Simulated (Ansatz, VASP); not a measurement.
**CdS: VASP beside Ansatz**

POSCAR

```
CdS
1.0
    4.1500000000      0.0000000000      0.0000000000
   -2.0750000000      3.5940054257      0.0000000000
    0.0000000000      0.0000000000      6.7370000000
Cd S
2 2
Direct
    0.6666666667      0.3333333333      0.5000000000
    0.3333333333      0.6666666667      0.0000000000
    0.6666666667      0.3333333333      0.8750000000
    0.3333333333      0.6666666667      0.3750000000
```

File INCAR.step1:

```
  PREC = Accurate
  ENCUT = 520
  EDIFF = 1E-5
  ISMEAR = -1
  SIGMA = 0.05
  LREAL = False
  LASPH = True
  NELM = 80
  ALGO = Normal
  ISIF = 2
  LWAVE = True
  GGA = PE
  NBANDS = 26
```

Contents of INCAR.step2:

```
  PREC = Accurate
  ENCUT = 520
  EDIFF = 1E-7
  ISMEAR = -1
  SIGMA = 0.05
  LREAL = False
  LASPH = True
  NELM = 80
  ALGO = Normal
  ISIF = 2
  LWAVE = False
  LCHARG = True
  GGA = PS
  LHFCALC = True
  AEXX = 0.25
  PRECFOCK = Normal
  LELF = True
  LVHAR = True
  ISTART = 1
  NBANDS = 26
```

Contents of KPOINTS:

```
Automatic mesh
0
Gamma
  4 4 2
```

input.yaml

```yaml
crystal:
  lattice:
    - [4.15, 0.0, 0.0]
    - [-2.075, 3.5940054257, 0.0]
    - [0.0, 0.0, 6.737]
  atoms:
    - { symbol: Cd, position: [0.6666666667, 0.3333333333, 0.5] }
    - { symbol: Cd, position: [0.3333333333, 0.6666666667, 0.0] }
    - { symbol: S, position: [0.6666666667, 0.3333333333, 0.875] }
    - { symbol: S, position: [0.3333333333, 0.6666666667, 0.375] }
hamiltonian:
  xc: { exchange: pbesol, correlation: pbesol, exx: { coeff: 0.25 } }
  pseudopotentials: { kind: paw }
kpoints:
  mp_grid: { grid: [4, 4, 2] }
  band_path:
    path:
      - [[0.0, 0.0, 0.0], [0.5, 0.0, 0.0], [0.3333333333, 0.3333333333, 0.0], [0.0, 0.0, 0.0], [0.0, 0.0, 0.5], [0.5, 0.0, 0.5], [0.3333333333, 0.3333333333, 0.5], [0.0, 0.0, 0.5]]
      - [[0.5, 0.0, 0.5], [0.5, 0.0, 0.0]]
      - [[0.3333333333, 0.3333333333, 0.0], [0.3333333333, 0.3333333333, 0.5]]
    npoints: 4
scf:
  occupations: { method: fermi_dirac, width: 0.05 }
  n_extra_bands: 10
output:
  forces: true
  stress: true
  eigenvalues: true
  fatbands: false
```

Alike in both runs: functional PBEsol-based global hybrid with a share of 0.25 of exact exchange; k mesh 4 × 4 × 2; occupations fermi-dirac, width 0.05 eV; no spin polarisation.

|  | VASP | Ansatz |
| --- | --- | --- |
| version | VASP 6.6.1 | Ansatz 0.2.0 |
| potentials or method | VASP PAW PBE potentials, release 64 (Cd, S) | Ansatz PAW |
| plane-wave cutoff (eV) | 520 | 420 |
| valence electrons in the cell | 36 | 52 |
| task | single point | band structure |

```csv
,VASP,Ansatz,Ansatz less VASP
gap on the k mesh at the Fermi level (eV),2.80,2.76,-0.044
least direct gap on the mesh (eV),2.80,2.76,-0.044
pressure (GPa),-1.1,-1.4,-0.24
"traceless stress, the component that is largest in VASP (GPa)",0.24,0.22,-0.017
rms of the force components (eV/Å),0.034,0.034,-0.0004
```

VASP's potentials were made for PBE, not for PBEsol-based global hybrid. Atom by atom the forces differ by 0.000 eV/Å (rms over components). VASP's potentials hold 36 valence electrons a cell and Ansatz's 52, so a difference there can come from the potentials and not from the codes.

The k mesh is coarse, so the values compare programs but aren't converged.
